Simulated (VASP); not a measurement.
# Pt (P6_3/mmc) in VASP: further runs

Pt is run at these levels: r2SCAN; tasks: single point.

Everything below comes from runs of VASP 6.6.1. Logs are shortened: lines on timing, memory, paths and dates and some standing lists are left out, and cuts for length are marked.

**1. The cell of the first run**

The structure is hexagonal, space group P6_3/mmc (No. 194). Conventional cell: a = 2.623 Å, b = 2.623 Å, c = 4.553 Å, α = 90.00°, β = 90.00°, γ = 120.00°. Within 3.5 Å of Pt (site symmetry -6m2) lie 12 Pt at 2.62 to 2.73 Å.

This isn't the form of Pt at room conditions, which is fcc.

**2. Single point, r2SCAN (strain -0.050 along x and y, -0.050 along z)**

POSCAR reads:

```
Pt
1.0
    2.6226323350      0.0000000000      0.0000000000
   -1.3113161675      2.2712662269      0.0000000000
    0.0000000000      0.0000000000      4.5525273000
Pt
2
Direct
    0.6666666667      0.3333333333      0.7500000000
    0.3333333333      0.6666666667      0.2500000000
```

INCAR.step1 reads:

```
PREC     = Accurate       # precision mode
ENCUT    = 520            # plane-wave cutoff, eV
ISMEAR   = 0              # smearing method
SIGMA    = 0.15           # smearing width, eV
LREAL    = F              # projectors in reciprocal space
LASPH    = T              # aspherical terms in the spheres
NELM     = 60             # most SCF steps
NBANDS   = 17             # bands
GGA      = PE             # functional
ALGO     = Normal         # electronic algorithm
EDIFF    = 1E-4           # SCF threshold, eV
LWAVE    = T              # write WAVECAR
LCHARG   = F              # write CHGCAR
```

INCAR.step2 reads:

```
PREC     = Accurate       # precision mode
ENCUT    = 520            # plane-wave cutoff, eV
EDIFF    = 1E-6           # SCF threshold, eV
ISMEAR   = 0              # smearing method
SIGMA    = 0.15           # smearing width, eV
LREAL    = F              # projectors in reciprocal space
LASPH    = T              # aspherical terms in the spheres
NELM     = 60             # most SCF steps
ALGO     = Normal         # electronic algorithm
ISIF     = 2              # what is computed and relaxed
LWAVE    = F              # write WAVECAR
LCHARG   = F              # write CHGCAR
METAGGA  = R2SCAN         # meta-GGA
LMIXTAU  = T            
NBANDS   = 17             # bands
ISTART   = 1
```

KPOINTS reads:

```
regular mesh
0
Gamma
  18 18 10
```

Potentials or basis: VASP PAW PBE potentials, release 64 (Pt).

Run with:

```
> cat potpaw_PBE.64/Pt/POTCAR > POTCAR
> cp INCAR.step1 INCAR
> mpirun -np 1 vasp_std > vasp.out
> cp INCAR.step2 INCAR
> mpirun -np 1 vasp_std > vasp.out
```

OUTCAR:

```text
PREC = Accurate
   ENCUT = 520
   EDIFF = 1E-6
   ISMEAR = 0
   LREAL = F
   LASPH = T
   NELM = 60
   ISIF = 2
   METAGGA = R2SCAN
   ISTART = 1

 ion  position               nearest neighbor table
   1  0.667  0.333  0.750-   2 2.73   2 2.73   2 2.73   2 2.73   2 2.73   2 2.73
   2  0.333  0.667  0.250-   1 2.73   1 2.73   1 2.73   1 2.73   1 2.73   1 2.73

  LATTYP: Found a hexagonal cell.
 ALAT       =     2.6226323350
 C/A-ratio  =     1.7358618054

  Lattice vectors:

 A1 = (   2.6226323350,   0.0000000000,   0.0000000000)
 A2 = (  -1.3113161675,   2.2712662269,   0.0000000000)
 A3 = (   0.0000000000,   0.0000000000,   4.5525273000)

Analysis of symmetry for initial positions (statically):
=====================================================================
 Subroutine PRICEL returns:
 Original cell was already a primitive cell.

 Routine SETGRP: Setting up the symmetry group for a
 hexagonal supercell.

 Subroutine GETGRP returns: Found 24 space group operations
 (whereof 12 operations were pure point group operations)
 out of a pool of 24 trial point group operations.

The static configuration has the point symmetry D_3d.
 The point group associated with its full space group is D_6h.

Analysis of symmetry for dynamics (positions and initial velocities):
=====================================================================
 Subroutine PRICEL returns:
 Original cell was already a primitive cell.

 Routine SETGRP: Setting up the symmetry group for a
 hexagonal supercell.

 Subroutine GETGRP returns: Found 24 space group operations
 (whereof 12 operations were pure point group operations)
 out of a pool of 24 trial point group operations.

The dynamic configuration has the point symmetry D_3d.
 The point group associated with its full space group is D_6h.

 Subroutine INISYM returns: Found 24 space group operations
 (whereof 12 operations are pure point group operations),
 and found     1 'primitive' translations

----------------------------------------------------------------------------------------

                                     Primitive cell

  volume of cell :      27.1180

  direct lattice vectors                    reciprocal lattice vectors
     2.622632335  0.000000000  0.000000000     0.381296298  0.220141520  0.000000000
    -1.311316168  2.271266227  0.000000000     0.000000000  0.440283040  0.000000000
     0.000000000  0.000000000  4.552527300     0.000000000  0.000000000  0.219658211

  length of vectors
     2.622632335  2.622632335  4.552527300     0.440283040  0.440283040  0.219658211
[... 81 lines left out ...]
   EDIFF  = 0.1E-05   stopping-criterion for ELM
   LREAL  =      F    real-space projection
   EDIFFG = 0.1E-04   stopping-criterion for IOM
   NSW    =      0    number of steps for IOM
   IBRION =     -1    ionic relax: 0-MD 1-quasi-New 2-CG
   NFREE  =      0    steps in history (QN), initial steepest desc. (CG)
   ISIF   =      2    stress and relaxation
   ISYM   =      2    0-nonsym 1-usesym 2-fastsym
   POTIM  = 0.5000    time-step for ionic-motion
   TEBEG  =    0.0;   TEEND  =   0.0 temperature during run
   PSTRESS=    0.0 pullay stress
   NELECT =      20.0000    total number of electrons
   NUPDOWN=      -1.0000    fix difference up-down
   EMIN   =  10.00;   EMAX   =-10.00  energy-range for DOS
   EFERMI =   0.00;   METHOD = LEGACY
   ISMEAR =     0;   SIGMA  =   0.15  broadening in eV -4-tet -1-fermi 0-gaus
   EFERMI_NEDOS =   21; number of points for ismear=-14 and -15
   IALGO  =     38    algorithm
   IMIX   =      4    mixing-type and parameters
     AMIX     =   0.40;   BMIX     =  1.00
     AMIX_MAG =   1.60;   BMIX_MAG =  1.00
  volume/ion in A,a.u.               =      13.56        91.50
  Fermi-wavevector in a.u.,A,eV,Ry     =   1.479104  2.795102 29.766143  2.187750
  Thomas-Fermi vector in A             =   2.593303
   LORBIT       =      0    0 simple, 1 ext, 2 COOP (PROOUT), +10 PAW based schemes
   METAGGA = R2SCAN    functional components
   LHFCALC =     F    Hartree Fock is set to
   AEXX    =    0.0000 exact exchange contribution
   IVDW    =     0    specifies the selected vdW correction
   LEPSILON=     F    determine dielectric tensor
   LRPA    =     F    only Hartree local field effects (RPA)
 non-spin polarized calculation
 Gauss-broadening in eV      SIGMA  =   0.15
  energy-cutoff  :      520.00
  volume of cell :       27.12
 maximum number of plane-waves:       756
 NGX is ok and might be reduce to    20
   NGX =  9   NGY =  9   NGZ = 17

 number of electron      20.0000000 magnetization

 Free energy of the ion-electron system (eV)
  ---------------------------------------------------
  ext. energy  EPLUGINS =         0.00000000
  ---------------------------------------------------
  free energy    TOTEN  =      -102.38440148 eV

  energy without entropy =     -102.35450191  energy(sigma->0) =     -102.36945170

 E-fermi :  13.1493     XC(G=0): -15.3884

 val. band max:       13.1454846504   @ k =   0.2778   0.2222   0.0000
 cond. band min:      13.1547464020   @ k =   0.0556   0.0556   0.3000
 fundamental gap:      0.0092617516
 Fermi energy:        13.1493170661

 k-point     1 :       0.0000    0.0000    0.0000
  band No.  band energies     occupation
      1       1.3940      2.00000
      2       4.1741      2.00000
      3       7.9631      2.00000
      4       8.6291      2.00000
      5       8.6291      2.00000
      6       9.1191      2.00000
[... 457 lines left out ...]
      4       8.5434      2.00000
      5       8.8970      2.00000
      6       8.9442      2.00000
[... 9 lines left out ...]
     16      27.3732      0.00000
     17      28.3269      0.00000

 [... further k-points ...]

------------------------ aborting loop because EDIFF is reached ----------------------------------------

  FORCE on cell =-STRESS in cart. coord.  units (eV):
  Direction    XX          YY          ZZ          XY          YZ          ZX
  --------------------------------------------------------------------------------------
  -------------------------------------------------------------------------------------
  Total        8.7721358      8.7721358      7.6924871     -0.0000000      0.0000000      0.0000000
  in kB      518.2722042    518.2722042    454.4847833     -0.0000000      0.0000000      0.0000000
  external PRESSURE =     497.0097305 kB  Pullay stress =       0.0000000 kB

 VOLUME and BASIS-vectors are now :
 -----------------------------------------------------------------------------
  energy-cutoff  :      520.00
  volume of cell :       27.12
      direct lattice vectors                 reciprocal lattice vectors
     2.622632335  0.000000000  0.000000000     0.381296298  0.220141520  0.000000000
    -1.311316168  2.271266227  0.000000000     0.000000000  0.440283040  0.000000000
     0.000000000  0.000000000  4.552527300     0.000000000  0.000000000  0.219658211

 POSITION                                       TOTAL-FORCE (eV/Angst)
 -----------------------------------------------------------------------------------
      1.31132      0.75709      3.41440         0.000000      0.000000      0.000000
     -0.00000      1.51418      1.13813        -0.000000     -0.000000      0.000000
 -----------------------------------------------------------------------------------
    total drift:                               -0.000000      0.000000     -0.000000

  FREE ENERGIE OF THE ION-ELECTRON SYSTEM (eV)
  ---------------------------------------------------
  free  energy   TOTEN  =      -102.3844014848 eV

  energy  without entropy=     -102.3545019089  energy(sigma->0) =     -102.36945170
```

Run time: 2.8 min. Hardware: 1 thread of Intel Xeon Platinum 8559C (Emerald Rapids), shared host; peak memory 0.21 GiB.

Results:

| Item | Value |
| --- | --- |
| Free energy | -102.3844 eV |
| Pressure | 49.7 GPa |
| Band gap on the k mesh | zero (bands 10 and 11 overlap by 1.80 eV) |

Levels at points of the mesh, in eV from the Fermi level:
| k point | band 8 | band 9 | band 10 | band 11 | band 12 | band 13 |
| --- | --- | --- | --- | --- | --- | --- |
| (0.00, 0.00, 0.00) | -2.44 | -2.44 | -1.27 | -0.34 | -0.34 | 6.07 |
| (0.50, 0.00, 0.00) | -0.01 | 0.44 | 0.71 | 2.79 | 4.57 | 8.59 |
| (0.00, 0.00, 0.50) | -4.51 | -1.08 | -1.08 | -1.08 | -1.08 | 13.61 |
| (0.50, 0.00, 0.50) | -1.22 | 0.60 | 0.60 | 1.84 | 1.84 | 8.12 |

Caveat: the cell differs from its parent crystal (strain -0.050 along x and y, -0.050 along z); the cell stands under pressure; the PAW data sets were made with another functional, which shifts forces and pressure a little; spin-orbit coupling is left out, which moves the levels of the heavy elements.

**3. Single point, r2SCAN (strain -0.050 along x and y, -0.025 along z)**

POSCAR, as its differences from that of step 2:

```diff
@@ -4,3 +4,3 @@
    -1.3113161675      2.2712662269      0.0000000000
-    0.0000000000      0.0000000000      4.5525273000
+    0.0000000000      0.0000000000      4.6723306500
 Pt
```

INCAR.step1 reads:

```
ALGO = Normal
EDIFF = 1E-4
ENCUT = 520
GGA = PE
ISMEAR = 0
LASPH = T
LCHARG = F
LREAL = F
LWAVE = T
NBANDS = 17
NELM = 80
PREC = Accurate
SIGMA = 0.15
```

INCAR.step2 reads:

```
ALGO = Normal
EDIFF = 1E-6
ENCUT = 520
ISIF = 2
ISMEAR = 0
ISTART = 1
LASPH = T
LCHARG = F
LMIXTAU = T
LREAL = F
LWAVE = F
METAGGA = R2SCAN
NBANDS = 17
NELM = 80
PREC = Accurate
SIGMA = 0.15
```

KPOINTS reads:

```
k-points
0
Gamma
  18 18 10
```

Potentials or basis: VASP PAW PBE potentials, release 64 (Pt).

Run with:

```
> cat potpaw_PBE.64/Pt/POTCAR > POTCAR
> cp INCAR.step1 INCAR
> mpirun -np 1 vasp_std > vasp.out
> cp INCAR.step2 INCAR
> mpirun -np 1 vasp_std > vasp.out
```

OUTCAR:

```text
EDIFF = 1E-6
   ENCUT = 520
   ISIF = 2
   ISMEAR = 0
   ISTART = 1
   LASPH = T
   LREAL = F
   METAGGA = R2SCAN
   NELM = 80
   PREC = Accurate

 ion  position               nearest neighbor table
   1  0.667  0.333  0.750-   2 2.78   2 2.78   2 2.78   2 2.78   2 2.78   2 2.78
   2  0.333  0.667  0.250-   1 2.78   1 2.78   1 2.78   1 2.78   1 2.78   1 2.78

  LATTYP: Found a hexagonal cell.
 ALAT       =     2.6226323350
 C/A-ratio  =     1.7815423793

  Lattice vectors:

 A1 = (   2.6226323350,   0.0000000000,   0.0000000000)
 A2 = (  -1.3113161675,   2.2712662269,   0.0000000000)
 A3 = (   0.0000000000,   0.0000000000,   4.6723306500)

Analysis of symmetry for initial positions (statically):
=====================================================================
 Subroutine PRICEL returns:
 Original cell was already a primitive cell.

 Routine SETGRP: Setting up the symmetry group for a
 hexagonal supercell.

 Subroutine GETGRP returns: Found 24 space group operations
 (whereof 12 operations were pure point group operations)
 out of a pool of 24 trial point group operations.

The static configuration has the point symmetry D_3d.
[... 163 lines left out ...]

 E-fermi :  12.5828     XC(G=0): -15.1922

 val. band max:       12.5785493386   @ k =   0.0556   0.0556   0.3000
 cond. band min:      12.5848409215   @ k =   0.2778   0.1667   0.5000
 fundamental gap:      0.0062915829
 Fermi energy:        12.5828061263

 k-point     1 :       0.0000    0.0000    0.0000
  band No.  band energies     occupation
      1       1.1666      2.00000
      2       3.8237      2.00000
      3       7.3988      2.00000
      4       8.2388      2.00000
      5       8.2388      2.00000
      6       8.6564      2.00000
[... 457 lines left out ...]
      4       8.1266      2.00000
      5       8.5782      2.00000
      6       8.6302      2.00000
[... 9 lines left out ...]
     16      26.6964      0.00000
     17      27.6840      0.00000

 [... further k-points ...]

------------------------ aborting loop because EDIFF is reached ----------------------------------------

  FORCE on cell =-STRESS in cart. coord.  units (eV):
  Direction    XX          YY          ZZ          XY          YZ          ZX
  --------------------------------------------------------------------------------------
  -------------------------------------------------------------------------------------
  Total        7.5673583      7.5673583      4.9184882      0.0000000      0.0000000      0.0000000
  in kB      435.6280700    435.6280700    283.1412802      0.0000000      0.0000000      0.0000000
  external PRESSURE =     384.7991401 kB  Pullay stress =       0.0000000 kB

 VOLUME and BASIS-vectors are now :
 -----------------------------------------------------------------------------
  energy-cutoff  :      520.00
  volume of cell :       27.83
      direct lattice vectors                 reciprocal lattice vectors
     2.622632335  0.000000000  0.000000000     0.381296298  0.220141520  0.000000000
    -1.311316168  2.271266227  0.000000000     0.000000000  0.440283040  0.000000000
     0.000000000  0.000000000  4.672330650     0.000000000  0.000000000  0.214025949

 POSITION                                       TOTAL-FORCE (eV/Angst)
 -----------------------------------------------------------------------------------
      1.31132      0.75709      3.50425        -0.000000     -0.000000      0.000000
     -0.00000      1.51418      1.16808         0.000000      0.000000      0.000000
 -----------------------------------------------------------------------------------
    total drift:                               -0.000000      0.000000     -0.000000

  FREE ENERGIE OF THE ION-ELECTRON SYSTEM (eV)
  ---------------------------------------------------
  free  energy   TOTEN  =      -102.5477708601 eV

  energy  without entropy=     -102.5204465631  energy(sigma->0) =     -102.53410871
```

OSZICAR.step1:

```text
N       E                     dE             d eps       ncg     rms          rms(c)
DAV:   1     0.106451361893E+03    0.10645E+03   -0.10608E+04  7556   0.115E+03
DAV:   2    -0.104761969966E+02   -0.11693E+03   -0.11139E+03  8163   0.254E+02
DAV:   3    -0.123662873962E+02   -0.18901E+01   -0.18705E+01  9210   0.324E+01
DAV:   4    -0.123755125129E+02   -0.92251E-02   -0.92239E-02  9077   0.235E+00
DAV:   5    -0.123755980717E+02   -0.85559E-04   -0.85556E-04  9404   0.232E-01    0.235E+01
DAV:   6    -0.117557608713E+02    0.61984E+00   -0.78089E-01  7999   0.812E+00    0.127E+01
DAV:   7    -0.116561474783E+02    0.99613E-01   -0.26259E-01  8768   0.472E+00    0.268E+00
DAV:   8    -0.116461337746E+02    0.10014E-01   -0.34887E-02  8257   0.160E+00    0.809E-01
DAV:   9    -0.116457443122E+02    0.38946E-03   -0.44513E-04  8750   0.184E-01    0.563E-02
DAV:  10    -0.116457564387E+02   -0.12126E-04   -0.91153E-06  4278   0.217E-02
   1 F= -.11645756E+02 E0= -.11630536E+02  d E =-.304417E-01
```

Wall time 2.9 min (1 thread of Intel Xeon Platinum 8559C (Emerald Rapids), shared host); peak memory 0.21 GiB.

Results:

| Item | Value |
| --- | --- |
| Free energy | -102.5478 eV |
| Pressure | 38.5 GPa |
| Band gap on the k mesh | zero (bands 10 and 11 overlap by 1.79 eV) |

Caveat: the cell differs from its parent crystal (strain -0.050 along x and y, -0.025 along z); the cell stands under pressure; the PAW data sets were made with another functional, which shifts forces and pressure a little; spin-orbit coupling is left out, which moves the levels of the heavy elements.
